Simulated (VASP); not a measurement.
# GaN (P6_3/mmc) in VASP: notebook

The runs below take GaN through single point, with r2SCAN.

All numbers are computed with VASP 6.6.1; they aren't measurements. Logs are shortened: lines on timing, memory, paths and dates and some standing lists are left out, and cuts for length are marked.

### Step 1. The cell of the first run

It takes space group P6_3/mmc (No. 194, hexagonal). Conventional cell: a = 2.907 Å, b = 2.907 Å, c = 4.930 Å, α = 90.00°, β = 90.00°, γ = 120.00°. Within 3.0 Å of Ga (site symmetry -3m) lie 6 N at 2.08 Å and 8 Ga at 2.47 to 2.91 Å. Within 3.0 Å of N (site symmetry -6m2) lie 6 Ga at 2.08 Å and 12 N at 2.91 to 2.98 Å.

### Step 2. Single point, r2SCAN (9.02 Å³/atom)

File POSCAR:

```
GaN
1.0
    2.9066313649      0.0000000000      0.0000000000
   -1.4533156825      2.5172166014      0.0000000000
    0.0000000000      0.0000000000      4.9301839244
Ga N
2 2
Direct
    0.0000000000      0.0000000000      0.0000000000
    0.0000000000      0.0000000000      0.5000000000
    0.3333333333      0.6666666667      0.2500000000
    0.6666666667      0.3333333333      0.7500000000
```

File INCAR.step1:

```
ALGO     = Normal         # electronic algorithm
EDIFF    = 1E-4           # SCF threshold, eV
ENCUT    = 520            # plane-wave cutoff, eV
GGA      = PE             # functional
ISMEAR   = 0              # smearing method
LASPH    = T              # aspherical terms in the spheres
LCHARG   = F              # write CHGCAR
LREAL    = F              # projectors in reciprocal space
LWAVE    = T              # write WAVECAR
NBANDS   = 26             # bands
NELM     = 100            # most SCF steps
PREC     = Accurate       # precision mode
SIGMA    = 0.01           # smearing width, eV
```

File INCAR.step2:

```
ALGO     = Normal         # electronic algorithm
EDIFF    = 1E-7           # SCF threshold, eV
ENCUT    = 520            # plane-wave cutoff, eV
ISIF     = 2              # what is computed and relaxed
ISMEAR   = 0              # smearing method
ISTART   = 1            
LASPH    = T              # aspherical terms in the spheres
LCHARG   = F              # write CHGCAR
LMIXTAU  = T            
LREAL    = F              # projectors in reciprocal space
LWAVE    = F              # write WAVECAR
METAGGA  = R2SCAN         # meta-GGA
NBANDS   = 26             # bands
NELM     = 100            # most SCF steps
PREC     = Accurate       # precision mode
SIGMA    = 0.01           # smearing width, eV
```

File KPOINTS:

```
k-points
0
Gamma
  9 9 4
```

Potentials or basis: VASP PAW PBE potentials, release 64 (Ga_d, N).

Run with:

```bash
cat potpaw_PBE.64/Ga_d/POTCAR potpaw_PBE.64/N/POTCAR > POTCAR
cp INCAR.step1 INCAR
mpirun -np 1 vasp_std > vasp.out
cp INCAR.step2 INCAR
mpirun -np 1 vasp_std > vasp.out
```

OUTCAR:

```text
EDIFF = 1E-7
   ENCUT = 520
   ISIF = 2
   ISMEAR = 0
   ISTART = 1
   LASPH = T
   LREAL = F
   METAGGA = R2SCAN
   NELM = 100
   PREC = Accurate

 ion  position               nearest neighbor table
   1  0.000  0.000  0.000-   3 2.08   4 2.08   3 2.08   4 2.08   4 2.08   3 2.08   2 2.47   2 2.47

   2  0.000  0.000  0.500-   3 2.08   4 2.08   3 2.08   4 2.08   4 2.08   3 2.08   1 2.47   1 2.47

   3  0.333  0.667  0.250-   1 2.08   2 2.08   1 2.08   2 2.08   1 2.08   2 2.08
   4  0.667  0.333  0.750-   1 2.08   2 2.08   1 2.08   2 2.08   1 2.08   2 2.08

  LATTYP: Found a hexagonal cell.
 ALAT       =     2.9066313649
 C/A-ratio  =     1.6961847945

  Lattice vectors:

 A1 = (   2.9066313649,   0.0000000000,   0.0000000000)
 A2 = (  -1.4533156825,   2.5172166014,   0.0000000000)
 A3 = (   0.0000000000,   0.0000000000,   4.9301839244)

Analysis of symmetry for initial positions (statically):
=====================================================================
 Subroutine PRICEL returns:
 Original cell was already a primitive cell.

 Routine SETGRP: Setting up the symmetry group for a
 hexagonal supercell.

 Subroutine GETGRP returns: Found 24 space group operations
 (whereof 12 operations were pure point group operations)
 out of a pool of 24 trial point group operations.

The static configuration has the point symmetry D_3d.
 The point group associated with its full space group is D_6h.

Analysis of symmetry for dynamics (positions and initial velocities):
=====================================================================
 Subroutine PRICEL returns:
 Original cell was already a primitive cell.

 Routine SETGRP: Setting up the symmetry group for a
 hexagonal supercell.

 Subroutine GETGRP returns: Found 24 space group operations
 (whereof 12 operations were pure point group operations)
 out of a pool of 24 trial point group operations.

The dynamic configuration has the point symmetry D_3d.
 The point group associated with its full space group is D_6h.

 Subroutine INISYM returns: Found 24 space group operations
 (whereof 12 operations are pure point group operations),
 and found     1 'primitive' translations

----------------------------------------------------------------------------------------

                                     Primitive cell

  volume of cell :      36.0723

  direct lattice vectors                    reciprocal lattice vectors
     2.906631365  0.000000000  0.000000000     0.344040876  0.198632092  0.000000000
    -1.453315682  2.517216601  0.000000000     0.000000000  0.397264184  0.000000000
     0.000000000  0.000000000  4.930183924     0.000000000  0.000000000  0.202832189

  length of vectors
     2.906631365  2.906631365  4.930183924     0.397264184  0.397264184  0.202832189

  position of ions in fractional coordinates (direct lattice)
     0.000000000  0.000000000  0.000000000
     0.000000000  0.000000000  0.500000000
     0.333333333  0.666666667  0.250000000
     0.666666667  0.333333333  0.750000000

  ion indices of the primitive-cell ions
   primitive index   ion index
                 1           1
                 2           2
                 3           3
                 4           4

----------------------------------------------------------------------------------------

 KPOINTS: k-points

Automatic generation of k-mesh.
 Grid dimensions read from file:
 generate k-points for:    9    9    4

 Generating k-lattice:

  Cartesian coordinates                     Fractional coordinates (reciprocal lattice)
     0.038226764  0.022070232  0.000000000     0.111111111  0.000000000  0.000000000
     0.000000000  0.044140465  0.000000000     0.000000000  0.111111111  0.000000000
     0.000000000  0.000000000  0.050708047     0.000000000  0.000000000  0.250000000

  Length of vectors
     0.044140465  0.044140465  0.050708047

  Shift w.r.t. Gamma in fractional coordinates (k-lattice)
     0.000000000  0.000000000  0.000000000

 Subroutine IBZKPT returns following result:
 ===========================================

 Found     36 irreducible k-points:

 Following reciprocal coordinates:
            Coordinates               Weight
  0.000000  0.000000  0.000000      1.000000
  0.111111  0.000000  0.000000      6.000000
  0.222222  0.000000  0.000000      6.000000
  0.333333  0.000000  0.000000      6.000000
  0.444444  0.000000  0.000000      6.000000
  0.111111  0.111111  0.000000      6.000000
[... 16 lines left out ...]
  0.333333  0.222222  0.250000     24.000000
  0.333333  0.333333  0.250000      4.000000
 [... further k-points ...]
   k-points           NKPTS =     36   k-points in BZ     NKDIM =     36   number of bands    NBANDS=     26
   number of dos      NEDOS =    301   number of ions     NIONS =      4
   total plane-waves  NPLWV =  23040
   dimension x,y,z NGX =    24 NGY =   24 NGZ =   40
   dimension x,y,z NGXF=    48 NGYF=   48 NGZF=   80
   ions per type =               2   2
   NGX,Y,Z   is equivalent  to a cutoff of  13.73, 13.73, 13.49 a.u.
   NGXF,Y,Z  is equivalent  to a cutoff of  27.45, 27.45, 26.98 a.u.
 SYSTEM =  unknown system
   PREC   = accura    normal or accurate (medium, high low for compatibility)
   ISTART =      1    job   : 0-new  1-cont  2-samecut
   ICHARG =      0    charge: 1-file 2-atom 10-const
   ISPIN  =      1    spin polarized calculation?
   LNONCOLLINEAR =      F non collinear calculations
   LSORBIT =      F    spin-orbit coupling
   LASPH  =      T    aspherical Exc in radial PAW
   ENCUT  =  520.0 eV  38.22 Ry    6.18 a.u.   5.40  5.40  9.17*2*pi/ulx,y,z
   NELM   =    100;   NELMIN=  2; NELMDL=  0     # of ELM steps
   EDIFF  = 0.1E-06   stopping-criterion for ELM
   LREAL  =      F    real-space projection
   EDIFFG = 0.1E-05   stopping-criterion for IOM
   NSW    =      0    number of steps for IOM
   IBRION =     -1    ionic relax: 0-MD 1-quasi-New 2-CG
   NFREE  =      0    steps in history (QN), initial steepest desc. (CG)
   ISIF   =      2    stress and relaxation
   ISYM   =      2    0-nonsym 1-usesym 2-fastsym
   POTIM  = 0.5000    time-step for ionic-motion
   TEBEG  =    0.0;   TEEND  =   0.0 temperature during run
   PSTRESS=    0.0 pullay stress
   NELECT =      36.0000    total number of electrons
   NUPDOWN=      -1.0000    fix difference up-down
   EMIN   =  10.00;   EMAX   =-10.00  energy-range for DOS
   EFERMI =   0.00;   METHOD = LEGACY
   ISMEAR =     0;   SIGMA  =   0.01  broadening in eV -4-tet -1-fermi 0-gaus
   EFERMI_NEDOS =   21; number of points for ismear=-14 and -15
   IALGO  =     38    algorithm
   IMIX   =      4    mixing-type and parameters
     AMIX     =   0.40;   BMIX     =  1.00
     AMIX_MAG =   1.60;   BMIX_MAG =  1.00
  volume/ion in A,a.u.               =       9.02        60.86
  Fermi-wavevector in a.u.,A,eV,Ry     =   1.636004  3.091600 36.416131  2.676510
  Thomas-Fermi vector in A             =   2.727383
   LORBIT       =      0    0 simple, 1 ext, 2 COOP (PROOUT), +10 PAW based schemes
   METAGGA = R2SCAN    functional components
   LHFCALC =     F    Hartree Fock is set to
   AEXX    =    0.0000 exact exchange contribution
   IVDW    =     0    specifies the selected vdW correction
   LEPSILON=     F    determine dielectric tensor
   LRPA    =     F    only Hartree local field effects (RPA)
 non-spin polarized calculation
 Gauss-broadening in eV      SIGMA  =   0.01
  energy-cutoff  :      520.00
  volume of cell :       36.07
 maximum number of plane-waves:      1002
 NGX is ok and might be reduce to    24
   NGX = 11   NGY = 11   NGZ = 19

 number of electron      35.9999969 magnetization

 Free energy of the ion-electron system (eV)
  ---------------------------------------------------
  ext. energy  EPLUGINS =         0.00000000
  ---------------------------------------------------
  free energy    TOTEN  =       -41.23570230 eV

  energy without entropy =      -41.23570230  energy(sigma->0) =      -41.23570230

 E-fermi :   8.4054     XC(G=0): -14.4568

 val. band max:        8.3355333574   @ k =   0.1111   0.0000   0.0000
 cond. band min:      10.6273323168   @ k =   0.3333   0.3333   0.0000
 fundamental gap:      2.2917989594
 Fermi energy:         8.4054066355

 k-point     1 :       0.0000    0.0000    0.0000
  band No.  band energies     occupation
      1     -10.3845      2.00000
      2      -7.2989      2.00000
      3      -6.7383      2.00000
      4      -6.5020      2.00000
      5      -6.5020      2.00000
      6      -6.2492      2.00000
[... 18 lines left out ...]
     25      23.7189      0.00000
     26      23.7189      0.00000

 k-point     2 :       0.1111    0.0000    0.0000
  band No.  band energies     occupation
      1     -10.1552      2.00000
      2      -7.6027      2.00000
      3      -6.7250      2.00000
      4      -6.4912      2.00000
      5      -6.2946      2.00000
      6      -6.2458      2.00000
[... 18 lines left out ...]
     25      22.3430      0.00000
     26      22.3616      0.00000

 k-point     3 :       0.2222    0.0000    0.0000
  band No.  band energies     occupation
      1      -9.5097      2.00000
      2      -7.9505      2.00000
      3      -6.6946      2.00000
      4      -6.4890      2.00000
      5      -6.3334      2.00000
      6      -6.3283      2.00000
[... 18 lines left out ...]
     25      20.5152      0.00000
     26      22.0220      0.00000

 k-point     4 :       0.3333    0.0000    0.0000
  band No.  band energies     occupation
      1      -8.7285      2.00000
      2      -7.9791      2.00000
      3      -6.6711      2.00000
      4      -6.5134      2.00000
      5      -6.4263      2.00000
      6      -6.3939      2.00000
[... 18 lines left out ...]
     25      20.1286      0.00000
     26      23.5491      0.00000
[... 496 lines left out ...]
      1      -8.1901      2.00000
      2      -8.1786      2.00000
      3      -6.6093      2.00000
      4      -6.4177      2.00000
      5      -6.3602      2.00000
      6      -6.2835      2.00000
[... 18 lines left out ...]
     25      20.3532      0.00000
     26      23.0955      0.00000

 k-point    23 :       0.3333    0.2222    0.2500
  band No.  band energies     occupation
      1      -8.1920      2.00000
      2      -7.8511      2.00000
      3      -6.6030      2.00000
      4      -6.4374      2.00000
      5      -6.3818      2.00000
      6      -6.2449      2.00000
[... 18 lines left out ...]
     25      20.7585      0.00000
     26      22.8415      0.00000

 k-point    24 :       0.3333    0.3333    0.2500
  band No.  band energies     occupation
      1      -7.9968      2.00000
      2      -7.9967      2.00000
      3      -6.5939      2.00000
      4      -6.3819      2.00000
      5      -6.3819      2.00000
      6      -6.2365      2.00000
[... 18 lines left out ...]
     25      20.5479      0.00000
     26      22.9036      0.00000

 [... further k-points ...]

------------------------ aborting loop because EDIFF is reached ----------------------------------------

  FORCE on cell =-STRESS in cart. coord.  units (eV):
  Direction    XX          YY          ZZ          XY          YZ          ZX
  --------------------------------------------------------------------------------------
  -------------------------------------------------------------------------------------
  Total        3.8341377      3.8341377      4.4997853     -0.0000000      0.0000000     -0.0000000
  in kB      170.2960708    170.2960708    199.8612997     -0.0000000      0.0000000     -0.0000000
  external PRESSURE =     180.1511471 kB  Pullay stress =       0.0000000 kB

 VOLUME and BASIS-vectors are now :
 -----------------------------------------------------------------------------
  energy-cutoff  :      520.00
  volume of cell :       36.07
      direct lattice vectors                 reciprocal lattice vectors
     2.906631365  0.000000000  0.000000000     0.344040876  0.198632092  0.000000000
    -1.453315682  2.517216601  0.000000000     0.000000000  0.397264184  0.000000000
     0.000000000  0.000000000  4.930183924     0.000000000  0.000000000  0.202832189

 POSITION                                       TOTAL-FORCE (eV/Angst)
 -----------------------------------------------------------------------------------
      0.00000      0.00000      0.00000        -0.000000      0.000000      0.000000
      0.00000      0.00000      2.46509         0.000000      0.000000      0.000000
     -0.00000      1.67814      1.23255         0.000000     -0.000000      0.000000
      1.45332      0.83907      3.69764        -0.000000      0.000000     -0.000000
 -----------------------------------------------------------------------------------
    total drift:                               -0.000000      0.000000      0.000000

  FREE ENERGIE OF THE ION-ELECTRON SYSTEM (eV)
  ---------------------------------------------------
  free  energy   TOTEN  =       -41.2357023002 eV

  energy  without entropy=      -41.2357023002  energy(sigma->0) =      -41.23570230
```

Wall time 2.8 min (1 thread of AMD EPYC 7R43 (Zen 3), shared host); peak memory 0.14 GiB.

Results:

```
Free energy            : -41.2357 eV
Pressure               : 18.0 GPa
Band gap on the k mesh : 2.29 eV (least direct gap 3.02 eV)
```

Stress tensor (GPa, compression positive):
```
17.03  0.00  0.00
 0.00 17.03  0.00
 0.00  0.00 19.99
```

Levels at points of the mesh, in eV from the valence-band top:
```
           k point  band 16  band 17  band 18  band 19  band 20  band 21
(0.00, 0.00, 0.00)    -0.64    -0.10    -0.10     2.92     5.56    11.02
(0.00, 0.00, 0.50)    -0.34    -0.34    -0.34     5.56     5.56    10.51
```

Caveat: the cell stands under pressure; the PAW data sets were made with another functional, which shifts forces and pressure a little; an odd mesh through Γ misses points on the zone boundary, where band edges can lie.

(Part 1 of 2 ends here.)
